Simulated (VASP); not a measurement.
# Sc (Fd-3m) in VASP: further runs

Runs on Sc. Level: PBEsol. Tasks: single point, relaxation of cell and atoms.

All numbers are computed with VASP 6.6.1; they aren't measurements. Logs are shortened: lines on timing, memory, paths and dates and some standing lists are left out, and cuts for length are marked.

## (1) The cell of the first run

It takes space group Fd-3m (No. 227, cubic). Conventional cell: a = 6.260 Å, b = 6.260 Å, c = 6.260 Å, α = 90.00°, β = 90.00°, γ = 90.00°. Sc (site symmetry -43m) has 4 Sc at 2.71 Å within 3.6 Å.

This isn't the form of Sc at room conditions, which is hcp.

## (2) Single point, PBEsol (30.66 Å³/atom)

INCAR reads:

```
PREC     = Accurate       # precision mode
ENCUT    = 520            # plane-wave cutoff, eV
EDIFF    = 1E-6           # SCF threshold, eV
ISMEAR   = -1             # smearing method
SIGMA    = 0.05           # smearing width, eV
LREAL    = False          # projectors in reciprocal space
LASPH    = True           # aspherical terms in the spheres
NELM     = 60             # most SCF steps
ALGO     = Normal         # electronic algorithm
ISIF     = 2              # what is computed and relaxed
LWAVE    = False          # write WAVECAR
LCHARG   = False          # write CHGCAR
GGA      = PS             # functional
NBANDS   = 18             # bands
```

KPOINTS reads:

```
Automatic mesh
0
Gamma
  11 11 11
```

POSCAR reads:

```
Sc
1.0
    0.0000000000      3.1299141298      3.1299141298
    3.1299141298      0.0000000000      3.1299141298
    3.1299141298      3.1299141298      0.0000000000
Sc
2
Direct
   -0.1250000000     -0.1250000000     -0.1250000000
    0.1250000000      0.1250000000      0.1250000000
```

Potentials or basis: VASP PAW PBE potentials, release 64 (Sc_sv).

On the command line:

```sh
cat potpaw_PBE.64/Sc_sv/POTCAR > POTCAR
mpirun -np 1 vasp_std > vasp.out
```

OUTCAR:

```text
PREC = Accurate
   ENCUT = 520
   EDIFF = 1E-6
   ISMEAR = -1
   LREAL = False
   LASPH = True
   NELM = 60
   ISIF = 2
   GGA = PS

 ion  position               nearest neighbor table
   1  0.875  0.875  0.875-   2 2.71   2 2.71   2 2.71   2 2.71
   2  0.125  0.125  0.125-   1 2.71   1 2.71   1 2.71   1 2.71

  LATTYP: Found a face centered cubic cell.
 ALAT       =     6.2598282596

  Lattice vectors:

 A1 = (   0.0000000000,   3.1299141298,   3.1299141298)
 A2 = (   3.1299141298,   0.0000000000,   3.1299141298)
 A3 = (   3.1299141298,   3.1299141298,   0.0000000000)

Analysis of symmetry for initial positions (statically):
=====================================================================
 Subroutine PRICEL returns:
 Original cell was already a primitive cell.

 Routine SETGRP: Setting up the symmetry group for a
 face centered cubic supercell.

 Subroutine GETGRP returns: Found 48 space group operations
 (whereof 12 operations were pure point group operations)
 out of a pool of 48 trial point group operations.

The static configuration has the point symmetry D_3d.
 The point group associated with its full space group is O_h .

Analysis of symmetry for dynamics (positions and initial velocities):
=====================================================================
 Subroutine PRICEL returns:
 Original cell was already a primitive cell.

 Routine SETGRP: Setting up the symmetry group for a
 face centered cubic supercell.

 Subroutine GETGRP returns: Found 48 space group operations
 (whereof 12 operations were pure point group operations)
 out of a pool of 48 trial point group operations.

The dynamic configuration has the point symmetry D_3d.
 The point group associated with its full space group is O_h .

 Subroutine INISYM returns: Found 48 space group operations
 (whereof 12 operations are pure point group operations),
 and found     1 'primitive' translations

----------------------------------------------------------------------------------------

                                     Primitive cell

  volume of cell :      61.3235

  direct lattice vectors                    reciprocal lattice vectors
     0.000000000  3.129914130  3.129914130    -0.159748792  0.159748792  0.159748792
     3.129914130  0.000000000  3.129914130     0.159748792 -0.159748792  0.159748792
     3.129914130  3.129914130  0.000000000     0.159748792  0.159748792 -0.159748792

  length of vectors
     4.426367011  4.426367011  4.426367011     0.276693023  0.276693023  0.276693023

  position of ions in fractional coordinates (direct lattice)
     0.875000000  0.875000000  0.875000000
     0.125000000  0.125000000  0.125000000

  ion indices of the primitive-cell ions
   primitive index   ion index
                 1           1
                 2           2

----------------------------------------------------------------------------------------

 KPOINTS: Automatic mesh

Automatic generation of k-mesh.
 Grid dimensions read from file:
 generate k-points for:   11   11   11

 Generating k-lattice:

  Cartesian coordinates                     Fractional coordinates (reciprocal lattice)
    -0.014522617  0.014522617  0.014522617     0.090909091  0.000000000  0.000000000
     0.014522617 -0.014522617  0.014522617     0.000000000  0.090909091  0.000000000
     0.014522617  0.014522617 -0.014522617     0.000000000  0.000000000  0.090909091

  Length of vectors
     0.025153911  0.025153911  0.025153911

  Shift w.r.t. Gamma in fractional coordinates (k-lattice)
     0.000000000  0.000000000  0.000000000

 Subroutine IBZKPT returns following result:
 ===========================================

 Found     56 irreducible k-points:

 Following reciprocal coordinates:
            Coordinates               Weight
  0.000000  0.000000  0.000000      1.000000
  0.090909  0.000000  0.000000      8.000000
  0.181818  0.000000  0.000000      8.000000
  0.272727  0.000000  0.000000      8.000000
  0.363636  0.000000  0.000000      8.000000
  0.454545  0.000000  0.000000      8.000000
[... 16 lines left out ...]
 -0.272727  0.181818  0.000000     24.000000
 -0.181818  0.181818  0.000000     12.000000
 [... further k-points ...]
   k-points           NKPTS =     56   k-points in BZ     NKDIM =     56   number of bands    NBANDS=     18
   number of dos      NEDOS =    301   number of ions     NIONS =      2
   total plane-waves  NPLWV =  46656
   dimension x,y,z NGX =    36 NGY =   36 NGZ =   36
   dimension x,y,z NGXF=    72 NGYF=   72 NGZF=   72
   ions per type =               2
   NGX,Y,Z   is equivalent  to a cutoff of  13.52, 13.52, 13.52 a.u.
   NGXF,Y,Z  is equivalent  to a cutoff of  27.04, 27.04, 27.04 a.u.
 SYSTEM =  unknown system
   PREC   = accura    normal or accurate (medium, high low for compatibility)
   ISTART =      0    job   : 0-new  1-cont  2-samecut
   ICHARG =      2    charge: 1-file 2-atom 10-const
   ISPIN  =      1    spin polarized calculation?
   LNONCOLLINEAR =      F non collinear calculations
   LSORBIT =      F    spin-orbit coupling
   LASPH  =      T    aspherical Exc in radial PAW
   ENCUT  =  520.0 eV  38.22 Ry    6.18 a.u.   8.23  8.23  8.23*2*pi/ulx,y,z
   NELM   =     60;   NELMIN=  2; NELMDL= -5     # of ELM steps
   EDIFF  = 0.1E-05   stopping-criterion for ELM
   LREAL  =      F    real-space projection
   EDIFFG = 0.1E-04   stopping-criterion for IOM
   NSW    =      0    number of steps for IOM
   IBRION =     -1    ionic relax: 0-MD 1-quasi-New 2-CG
   NFREE  =      0    steps in history (QN), initial steepest desc. (CG)
   ISIF   =      2    stress and relaxation
   ISYM   =      2    0-nonsym 1-usesym 2-fastsym
   POTIM  = 0.5000    time-step for ionic-motion
   TEBEG  =    0.0;   TEEND  =   0.0 temperature during run
   PSTRESS=    0.0 pullay stress
   NELECT =      22.0000    total number of electrons
   NUPDOWN=      -1.0000    fix difference up-down
   EMIN   =  10.00;   EMAX   =-10.00  energy-range for DOS
   EFERMI =   0.00;   METHOD = LEGACY
   ISMEAR =    -1;   SIGMA  =   0.05  broadening in eV -4-tet -1-fermi 0-gaus
   EFERMI_NEDOS =   21; number of points for ismear=-14 and -15
   IALGO  =     38    algorithm
   IMIX   =      4    mixing-type and parameters
     AMIX     =   0.40;   BMIX     =  1.00
     AMIX_MAG =   1.60;   BMIX_MAG =  1.00
  volume/ion in A,a.u.               =      30.66       206.92
  Fermi-wavevector in a.u.,A,eV,Ry     =   1.163251  2.198225 18.410752  1.353152
  Thomas-Fermi vector in A             =   2.299803
   LORBIT       =      0    0 simple, 1 ext, 2 COOP (PROOUT), +10 PAW based schemes
   GGA     = PS    functional components
   LHFCALC =     F    Hartree Fock is set to
   AEXX    =    0.0000 exact exchange contribution
   IVDW    =     0    specifies the selected vdW correction
   LEPSILON=     F    determine dielectric tensor
   LRPA    =     F    only Hartree local field effects (RPA)
 non-spin polarized calculation
  energy-cutoff  :      520.00
  volume of cell :       61.32
 maximum number of plane-waves:      1673
 NGX is ok and might be reduce to    36
   NGX = 17   NGY = 17   NGZ = 17

 number of electron      21.9999998 magnetization

 Free energy of the ion-electron system (eV)
  ---------------------------------------------------
  ext. energy  EPLUGINS =         0.00000000
  ---------------------------------------------------
  free energy    TOTEN  =        -9.17693803 eV

  energy without entropy =       -9.14123805  energy(sigma->0) =       -9.15908804

 E-fermi :   2.1820     XC(G=0):  -8.9364

 val. band max:        2.1775749688   @ k =   0.2727   0.0909   0.0000
 cond. band min:       2.1929254728   @ k =  -0.4545   0.1818   0.0000
 fundamental gap:      0.0153505040
 Fermi energy:         2.1820094814

 k-point     1 :       0.0000    0.0000    0.0000
  band No.  band energies     occupation
      1     -47.4238      2.00000
      2     -47.0959      2.00000
      3     -26.3183      2.00000
      4     -26.3183      2.00000
      5     -26.3183      2.00000
      6     -25.7812      2.00000
[... 10 lines left out ...]
     17       3.9685      0.00000
     18       6.0811      0.00000

 k-point     2 :       0.0909    0.0000    0.0000
  band No.  band energies     occupation
      1     -47.4190      2.00000
      2     -47.1009      2.00000
      3     -26.3239      2.00000
      4     -26.3239      2.00000
      5     -26.3183      2.00000
      6     -25.7824      2.00000
[... 10 lines left out ...]
     17       3.9587      0.00000
     18       6.0718      0.00000

 k-point     3 :       0.1818    0.0000    0.0000
  band No.  band energies     occupation
      1     -47.4050      2.00000
      2     -47.1152      2.00000
      3     -26.3385      2.00000
      4     -26.3385      2.00000
      5     -26.3186      2.00000
      6     -25.7849      2.00000
[... 10 lines left out ...]
     17       3.9739      0.00000
     18       6.0372      0.00000

 k-point     4 :       0.2727    0.0000    0.0000
  band No.  band energies     occupation
      1     -47.3843      2.00000
      2     -47.1364      2.00000
      3     -26.3565      2.00000
      4     -26.3565      2.00000
      5     -26.3194      2.00000
      6     -25.7878      2.00000
[... 375 lines left out ...]
      4     -26.3900      2.00000
      5     -26.2406      2.00000
      6     -25.8667      2.00000
[... 10 lines left out ...]
     17       4.7079      0.00000
     18       5.2546      0.00000

 k-point    23 :      -0.2727    0.1818    0.0000
  band No.  band energies     occupation
      1     -47.3538      2.00000
      2     -47.1674      2.00000
      3     -26.4220      2.00000
      4     -26.3735      2.00000
      5     -26.2590      2.00000
      6     -25.8474      2.00000
[... 10 lines left out ...]
     17       4.5611      0.00000
     18       5.2917      0.00000

 k-point    24 :      -0.1818    0.1818    0.0000
  band No.  band energies     occupation
      1     -47.3764      2.00000
      2     -47.1444      2.00000
      3     -26.3974      2.00000
      4     -26.3556      2.00000
      5     -26.2818      2.00000
      6     -25.8236      2.00000
[... 10 lines left out ...]
     17       4.2548      0.00000
     18       5.5783      0.00000

 [... further k-points ...]
[... 5 lines left out ...]
  --------------------------------------------------------------------------------------
  -------------------------------------------------------------------------------------
  Total        0.0129400      0.0129400      0.0129400      0.0000000      0.0000000     -0.0000000
  in kB        0.3380788      0.3380788      0.3380788      0.0000000      0.0000000     -0.0000000
  external PRESSURE =       0.3380788 kB  Pullay stress =       0.0000000 kB

 VOLUME and BASIS-vectors are now :
 -----------------------------------------------------------------------------
  energy-cutoff  :      520.00
  volume of cell :       61.32
      direct lattice vectors                 reciprocal lattice vectors
     0.000000000  3.129914130  3.129914130    -0.159748792  0.159748792  0.159748792
     3.129914130  0.000000000  3.129914130     0.159748792 -0.159748792  0.159748792
     3.129914130  3.129914130  0.000000000     0.159748792  0.159748792 -0.159748792

 POSITION                                       TOTAL-FORCE (eV/Angst)
 -----------------------------------------------------------------------------------
      5.47735      5.47735      5.47735         0.000000      0.000000      0.000000
      0.78248      0.78248      0.78248        -0.000000     -0.000000     -0.000000
 -----------------------------------------------------------------------------------
    total drift:                                0.000000      0.000000      0.000000

  FREE ENERGIE OF THE ION-ELECTRON SYSTEM (eV)
  ---------------------------------------------------
  free  energy   TOTEN  =        -9.1769380265 eV

  energy  without entropy=       -9.1412380451  energy(sigma->0) =       -9.15908804
```

Wall time 2.2 min (1 thread of Intel Xeon 8259CL, shared host); peak memory 0.22 GiB.

What came out:

- Free energy: -9.1769 eV
- Pressure: 0.0 GPa
- Band gap on the k mesh: zero (bands 11 and 12 overlap by 0.60 eV)

Caveat: the PAW data sets were made with another functional, which shifts forces and pressure a little.

## (3) Single point, PBEsol

INCAR reads:

```
SYSTEM = Sc
PREC     = Accurate       ! precision mode
ENCUT    = 520            ! plane-wave cutoff, eV
EDIFF    = 1E-7           ! SCF threshold, eV
ISMEAR   = -1             ! smearing method
SIGMA    = 0.05           ! smearing width, eV
LREAL    = .FALSE.        ! projectors in reciprocal space
LASPH    = .TRUE.         ! aspherical terms in the spheres
NELM     = 60             ! most SCF steps
ALGO     = Normal         ! electronic algorithm
ISIF     = 2              ! what is computed and relaxed
LWAVE    = .FALSE.        ! write WAVECAR
LCHARG   = .TRUE.         ! write CHGCAR
GGA      = PS             ! functional
LELF     = .TRUE.         ! ELF
LVHAR    = .TRUE.       
NBANDS   = 18             ! bands
```

KPOINTS reads:

```
Automatic mesh
0
G
  14 14 14
  0 0 0
```

POSCAR is that of step 2.

Potentials or basis: VASP PAW PBE potentials, release 64 (Sc_sv).

On the command line:

```sh
cat potpaw_PBE.64/Sc_sv/POTCAR > POTCAR
mpirun -np 1 vasp_std > vasp.out
```

Wall time 4.3 min (1 thread of Intel Xeon 8259CL, shared host); peak memory 0.26 GiB.

Results (log left out):

```
Free energy            : -9.1770 eV
Pressure               : 0.0 GPa
Band gap on the k mesh : zero (bands 11 and 12 overlap by 0.59 eV)
```

Levels at points of the mesh, in eV from the Fermi level:
```
           k point  band 9  band 10  band 11  band 12  band 13  band 14
(0.00, 0.00, 0.00)   -4.22    -0.04    -0.04     0.28     0.28     0.28
(0.50, 0.00, 0.00)   -1.76    -1.03    -0.08    -0.08     0.38     0.38
(0.50, 0.50, 0.00)   -1.17    -1.17     0.00     0.00     0.50     0.50
```

Caveat: the PAW data sets were made with another functional, which shifts forces and pressure a little.

(Continued in part 2 of 2.)
